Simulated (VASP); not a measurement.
# TiNi (P4/nmm) in VASP: further runs

Runs on TiNi. Level: r2SCAN. Tasks: single point.

All numbers are computed with VASP 6.6.1; they aren't measurements. Logs are shortened: lines on timing, memory, paths and dates and some standing lists are left out, and cuts for length are marked.

## 1. The cell of the first run

The structure is tetragonal, space group P4/nmm (No. 129). Conventional cell: a = 3.620 Å, b = 3.620 Å, c = 3.445 Å, α = 90.00°, β = 90.00°, γ = 90.00°. Within 3.2 Å of Ti (site symmetry 4mm) lie 8 Ni at 2.45 to 2.54 Å and 4 Ti at 2.56 Å. Ni (site symmetry -4m2) has 8 Ti at 2.45 to 2.54 Å and 4 Ni at 2.56 Å within 3.2 Å.

## 2. Single point, r2SCAN

POSCAR reads:

```
TiNi
1.0
    3.6204080500      0.0000000000      0.0000000000
    0.0000000000      3.6204080500      0.0000000000
    0.0000000000      0.0000000000      3.4445041275
Ti Ni
2 2
Direct
    0.0000000000      0.5000000000      0.4808010000
    0.5000000000      0.0000000000      0.5191990000
    0.5000000000      0.5000000000      0.0000000000
    0.0000000000      0.0000000000      0.0000000000
```

INCAR.step1 reads:

```
PREC = Accurate
ENCUT = 520
ISMEAR = 0
SIGMA = 0.05
LREAL = F
LASPH = T
NELM = 60
NBANDS = 30
GGA = PE
ALGO = Normal
EDIFF = 1E-4
LWAVE = T
LCHARG = F
```

INCAR.step2 reads:

```
PREC = Accurate
ENCUT = 520
EDIFF = 1E-7
ISMEAR = 0
SIGMA = 0.05
LREAL = F
LASPH = T
NELM = 60
ALGO = Normal
ISIF = 2
LWAVE = F
LCHARG = F
METAGGA = R2SCAN
LMIXTAU = T
NBANDS = 30
ISTART = 1
```

KPOINTS reads:

```
regular mesh
0
Gamma
  10 10 10
```

Potentials or basis: VASP PAW PBE potentials, release 64 (Ti_sv, Ni).

Launch:

```sh
> cat potpaw_PBE.64/Ti_sv/POTCAR potpaw_PBE.64/Ni/POTCAR > POTCAR
> cp INCAR.step1 INCAR
> mpirun -np 1 vasp_std > vasp.out
> cp INCAR.step2 INCAR
> mpirun -np 1 vasp_std > vasp.out
```

OUTCAR:

```text
PREC = Accurate
   ENCUT = 520
   EDIFF = 1E-7
   ISMEAR = 0
   LREAL = F
   LASPH = T
   NELM = 60
   ISIF = 2
   METAGGA = R2SCAN
   ISTART = 1

 ion  position               nearest neighbor table
   1  0.000  0.500  0.481-   3 2.45   4 2.45   4 2.45   3 2.45   4 2.54   3 2.54   3 2.54   4 2.54
                             2 2.56   2 2.56   2 2.56   2 2.56
   2  0.500  0.000  0.519-   3 2.45   4 2.45   3 2.45   4 2.45   3 2.54   3 2.54   4 2.54   4 2.54
                             1 2.56   1 2.56   1 2.56   1 2.56
   3  0.500  0.500  0.000-   1 2.45   2 2.45   2 2.45   1 2.45   2 2.54   2 2.54   1 2.54   1 2.54
                             4 2.56   4 2.56   4 2.56   4 2.56
   4  0.000  0.000  0.000-   1 2.45   2 2.45   1 2.45   2 2.45   2 2.54   1 2.54   2 2.54   1 2.54
                             3 2.56   3 2.56   3 2.56   3 2.56

  LATTYP: Found a simple tetragonal cell.
 ALAT       =     3.6204080500
 C/A-ratio  =     0.9514132330

  Lattice vectors:

 A1 = (   3.6204080500,   0.0000000000,   0.0000000000)
 A2 = (   0.0000000000,   3.6204080500,   0.0000000000)
 A3 = (   0.0000000000,   0.0000000000,   3.4445041275)

Analysis of symmetry for initial positions (statically):
=====================================================================
 Subroutine PRICEL returns:
 Original cell was already a primitive cell.

 Routine SETGRP: Setting up the symmetry group for a
 simple tetragonal supercell.

 Subroutine GETGRP returns: Found 16 space group operations
 (whereof  8 operations were pure point group operations)
 out of a pool of 16 trial point group operations.

The static configuration has the point symmetry D_2d.
 The point group associated with its full space group is D_4h.

Analysis of symmetry for dynamics (positions and initial velocities):
=====================================================================
 Subroutine PRICEL returns:
 Original cell was already a primitive cell.

 Routine SETGRP: Setting up the symmetry group for a
 simple tetragonal supercell.

 Subroutine GETGRP returns: Found 16 space group operations
 (whereof  8 operations were pure point group operations)
 out of a pool of 16 trial point group operations.

The dynamic configuration has the point symmetry D_2d.
 The point group associated with its full space group is D_4h.

 Subroutine INISYM returns: Found 16 space group operations
 (whereof  8 operations are pure point group operations),
 and found     1 'primitive' translations

[... 100 lines left out ...]
   EDIFFG = 0.1E-05   stopping-criterion for IOM
   NSW    =      0    number of steps for IOM
   IBRION =     -1    ionic relax: 0-MD 1-quasi-New 2-CG
   NFREE  =      0    steps in history (QN), initial steepest desc. (CG)
   ISIF   =      2    stress and relaxation
   ISYM   =      2    0-nonsym 1-usesym 2-fastsym
   POTIM  = 0.5000    time-step for ionic-motion
   TEBEG  =    0.0;   TEEND  =   0.0 temperature during run
   PSTRESS=    0.0 pullay stress
   NELECT =      44.0000    total number of electrons
   NUPDOWN=      -1.0000    fix difference up-down
   EMIN   =  10.00;   EMAX   =-10.00  energy-range for DOS
   EFERMI =   0.00;   METHOD = LEGACY
   ISMEAR =     0;   SIGMA  =   0.05  broadening in eV -4-tet -1-fermi 0-gaus
   EFERMI_NEDOS =   21; number of points for ismear=-14 and -15
   IALGO  =     38    algorithm
   IMIX   =      4    mixing-type and parameters
     AMIX     =   0.40;   BMIX     =  1.00
     AMIX_MAG =   1.60;   BMIX_MAG =  1.00
  volume/ion in A,a.u.               =      11.29        76.17
  Fermi-wavevector in a.u.,A,eV,Ry     =   1.623099  3.067213 35.843894  2.634452
  Thomas-Fermi vector in A             =   2.716605
   LORBIT       =      0    0 simple, 1 ext, 2 COOP (PROOUT), +10 PAW based schemes
   METAGGA = R2SCAN    functional components
   LHFCALC =     F    Hartree Fock is set to
   AEXX    =    0.0000 exact exchange contribution
   IVDW    =     0    specifies the selected vdW correction
   LEPSILON=     F    determine dielectric tensor
   LRPA    =     F    only Hartree local field effects (RPA)
 non-spin polarized calculation
 Gauss-broadening in eV      SIGMA  =   0.05
  energy-cutoff  :      520.00
  volume of cell :       45.15
 maximum number of plane-waves:      1235
 NGX is ok and might be reduce to    28
   NGX = 13   NGY = 13   NGZ = 13

 number of electron      44.0000022 magnetization

 Free energy of the ion-electron system (eV)
  ---------------------------------------------------
  ext. energy  EPLUGINS =         0.00000000
  ---------------------------------------------------
  free energy    TOTEN  =       -50.25853957 eV

  energy without entropy =      -50.25300820  energy(sigma->0) =      -50.25577389

 E-fermi :  11.6008     XC(G=0): -14.5606

 val. band max:       11.5897534555   @ k =   0.3000   0.0000   0.3000
 cond. band min:      11.6011268825   @ k =   0.1000   0.0000   0.1000
 fundamental gap:      0.0113734270
 Fermi energy:        11.6007516788

 k-point     1 :       0.0000    0.0000    0.0000
  band No.  band energies     occupation
      1     -47.3181      2.00000
      2     -46.9726      2.00000
      3     -22.9233      2.00000
      4     -22.9233      2.00000
      5     -22.5139      2.00000
      6     -22.2372      2.00000
[... 781 lines left out ...]
     29      15.3112      0.00000
     30      15.4641      0.00000

 [... further k-points ...]

------------------------ aborting loop because EDIFF is reached ----------------------------------------

  FORCE on cell =-STRESS in cart. coord.  units (eV):
  Direction    XX          YY          ZZ          XY          YZ          ZX
  --------------------------------------------------------------------------------------
  -------------------------------------------------------------------------------------
  Total        9.8342762      9.8342762     10.0752193      0.0000000      0.0000000      0.0000000
  in kB      348.9885925    348.9885925    357.5389303      0.0000000      0.0000000      0.0000000
  external PRESSURE =     351.8387051 kB  Pullay stress =       0.0000000 kB

 VOLUME and BASIS-vectors are now :
 -----------------------------------------------------------------------------
  energy-cutoff  :      520.00
  volume of cell :       45.15
      direct lattice vectors                 reciprocal lattice vectors
     3.620408050  0.000000000  0.000000000     0.276211959  0.000000000  0.000000000
     0.000000000  3.620408050  0.000000000     0.000000000  0.276211959  0.000000000
     0.000000000  0.000000000  3.444504128     0.000000000  0.000000000  0.290317550

 POSITION                                       TOTAL-FORCE (eV/Angst)
 -----------------------------------------------------------------------------------
      0.00000      1.81020      1.65612        -0.000000      0.000000      0.279588
      1.81020      0.00000      1.78838         0.000000      0.000000     -0.279588
      1.81020      1.81020      0.00000         0.000000      0.000000      0.000000
      0.00000      0.00000      0.00000        -0.000000     -0.000000      0.000000
 -----------------------------------------------------------------------------------
    total drift:                                0.000000      0.000000      0.000000

  FREE ENERGIE OF THE ION-ELECTRON SYSTEM (eV)
  ---------------------------------------------------
  free  energy   TOTEN  =       -50.2585395714 eV

  energy  without entropy=      -50.2530081988  energy(sigma->0) =      -50.25577389
```

OSZICAR.step1:

```text
N       E                     dE             d eps       ncg     rms          rms(c)
DAV:   1     0.441835424040E+03    0.44184E+03   -0.20980E+04  7744   0.203E+03
DAV:   2     0.201643105763E+02   -0.42167E+03   -0.40962E+03  7590   0.491E+02
DAV:   3    -0.268891379923E+02   -0.47053E+02   -0.45251E+02 12124   0.158E+02
DAV:   4    -0.309590619555E+02   -0.40699E+01   -0.40245E+01 10390   0.389E+01
DAV:   5    -0.311218943777E+02   -0.16283E+00   -0.16280E+00  9884   0.700E+00    0.249E+01
DAV:   6    -0.339753277061E+02   -0.28534E+01   -0.69209E+01  8518   0.101E+02    0.239E+01
DAV:   7    -0.271325932818E+02    0.68427E+01   -0.28722E+01  9878   0.665E+01    0.745E+00
DAV:   8    -0.269973116362E+02    0.13528E+00   -0.25077E+00 11312   0.147E+01    0.264E+00
DAV:   9    -0.270406437632E+02   -0.43332E-01   -0.31936E-01 10788   0.635E+00    0.274E+00
DAV:  10    -0.270345027399E+02    0.61410E-02   -0.32069E-01  9894   0.674E+00    0.108E+00
DAV:  11    -0.270259164389E+02    0.85863E-02   -0.27782E-02  9800   0.209E+00    0.240E-01
DAV:  12    -0.270260352837E+02   -0.11884E-03   -0.12357E-03 10032   0.287E-01    0.747E-02
DAV:  13    -0.270260469893E+02   -0.11706E-04   -0.33265E-04  7592   0.160E-01
   1 F= -.27026047E+02 E0= -.27022926E+02  d E =-.624229E-02
```

Wall time 5.1 min (1 thread of Intel Xeon 6975P-C (Granite Rapids), shared host); peak memory 0.27 GiB.

Results:

```yaml
Free_energy: -50.2585 eV
Pressure: 35.2 GPa
Largest_force: 0.280 eV/Å
Band_gap_on_the_k_mesh: zero (bands 22 and 23 overlap by 2.36 eV)
```

Forces in eV/Å, atoms in the order of the input:
```
Ti   0.000  0.000  0.280
Ti   0.000  0.000 -0.280
Ni   0.000  0.000  0.000
Ni   0.000  0.000  0.000
```

Levels at points of the mesh, in eV from the Fermi level:
```
           k point  band 18  band 19  band 20  band 21  band 22  band 23  band 24  band 25  band 26  band 27
(0.00, 0.00, 0.00)    -1.52    -0.75    -0.42     0.21     0.88     2.68     2.68     2.90     2.90     2.92
(0.50, 0.00, 0.00)    -2.84    -2.15    -2.15     0.69     0.69     1.18     1.18     1.53     1.53     2.24
(0.50, 0.50, 0.00)    -2.23    -1.89    -1.89    -1.18    -1.18    -0.45    -0.45     0.93     0.93     2.06
(0.00, 0.00, 0.50)    -2.06    -1.87    -1.86    -1.86    -1.46    -1.38    -0.75     2.21     2.53     2.53
(0.50, 0.00, 0.50)    -2.87    -2.17    -2.17    -1.77    -1.77     0.98     0.98     1.73     1.73     2.46
(0.50, 0.50, 0.50)    -2.40    -0.13    -0.13    -0.12    -0.12     0.32     0.32     0.99     0.99     2.94
```

Caveat: the cell stands under pressure; the PAW data sets were made with another functional, which shifts forces and pressure a little. Spin polarisation is off, so any magnetic state and its effect on volume and gap are missing.

## 3. Single point, r2SCAN

This run uses another cell than the first one, of 13.28 Å³/atom.

POSCAR reads:

```
TiNi
1.0
    3.8219460000      0.0000000000      0.0000000000
    0.0000000000      3.8219460000      0.0000000000
    0.0000000000      0.0000000000      3.6362500000
Ti Ni
2 2
Direct
    0.0000000000      0.5000000000      0.4808010000
    0.5000000000      0.0000000000      0.5191990000
    0.5000000000      0.5000000000      0.0000000000
    0.0000000000      0.0000000000      0.0000000000
```

INCAR.step1 reads:

```
SYSTEM = TiNi
PREC = Accurate
ENCUT = 520
ISMEAR = 0
SIGMA = 0.05
LREAL = .False.
LASPH = .True.
NELM = 80
NBANDS = 30
GGA = PE
ALGO = Normal
EDIFF = 1E-4
LWAVE = .True.
LCHARG = .False.
```

INCAR.step2 reads:

```
SYSTEM = TiNi
PREC = Accurate
ENCUT = 520
EDIFF = 1E-6
ISMEAR = 0
SIGMA = 0.05
LREAL = .False.
LASPH = .True.
NELM = 80
ALGO = Normal
ISIF = 2
LWAVE = .False.
LCHARG = .False.
METAGGA = R2SCAN
LMIXTAU = .True.
NBANDS = 30
ISTART = 1
```

KPOINTS reads:

```
Automatic mesh
0
Gamma
  10 10 10
  0 0 0
```

Potentials or basis: VASP PAW PBE potentials, release 64 (Ti_sv, Ni).

Launch:

```sh
> cat potpaw_PBE.64/Ti_sv/POTCAR potpaw_PBE.64/Ni/POTCAR > POTCAR
> cp INCAR.step1 INCAR
> mpirun -np 1 vasp_std > vasp.out
> cp INCAR.step2 INCAR
> mpirun -np 1 vasp_std > vasp.out
```

It took 4.6 min on 1 thread of Intel Xeon 6975P-C (Granite Rapids), shared host; peak memory 0.3 GiB.

It converged, with:

```
Free energy            : -50.9820 eV
Pressure               : -1.5 GPa
Largest force          : 0.091 eV/Å
Band gap on the k mesh : zero (bands 22 and 23 overlap by 1.83 eV)
```

Forces on the atoms (eV/Å):
```
Ti   0.000  0.000  0.091
Ti   0.000  0.000 -0.091
Ni   0.000  0.000  0.000
Ni   0.000  0.000  0.000
```

Stress tensor (GPa, compression positive):
```
-0.37  0.00  0.00
 0.00 -0.37  0.00
 0.00  0.00 -3.62
```

Levels at points of the mesh, in eV from the Fermi level:
| k point | band 19 | band 20 | band 21 | band 22 | band 23 | band 24 | band 25 | band 26 |
| --- | --- | --- | --- | --- | --- | --- | --- | --- |
| (0.00, 0.00, 0.00) | -0.66 | -0.30 | 0.14 | 0.73 | 2.19 | 2.19 | 2.38 | 2.38 |
| (0.50, 0.00, 0.00) | -1.80 | -1.80 | 0.61 | 0.61 | 0.93 | 0.93 | 1.30 | 1.30 |
| (0.50, 0.50, 0.00) | -1.55 | -1.55 | -0.89 | -0.89 | -0.25 | -0.25 | 0.55 | 0.55 |
| (0.00, 0.00, 0.50) | -1.54 | -1.46 | -1.46 | -1.24 | -1.04 | -0.66 | 1.88 | 2.14 |
| (0.50, 0.00, 0.50) | -1.78 | -1.78 | -1.55 | -1.55 | 0.84 | 0.84 | 1.44 | 1.44 |
| (0.50, 0.50, 0.50) | -0.17 | -0.17 | -0.15 | -0.15 | 0.28 | 0.28 | 0.49 | 0.49 |

Caveat: the PAW data sets were made with another functional, which shifts forces and pressure a little. Spin polarisation is off, so any magnetic state and its effect on volume and gap are missing.
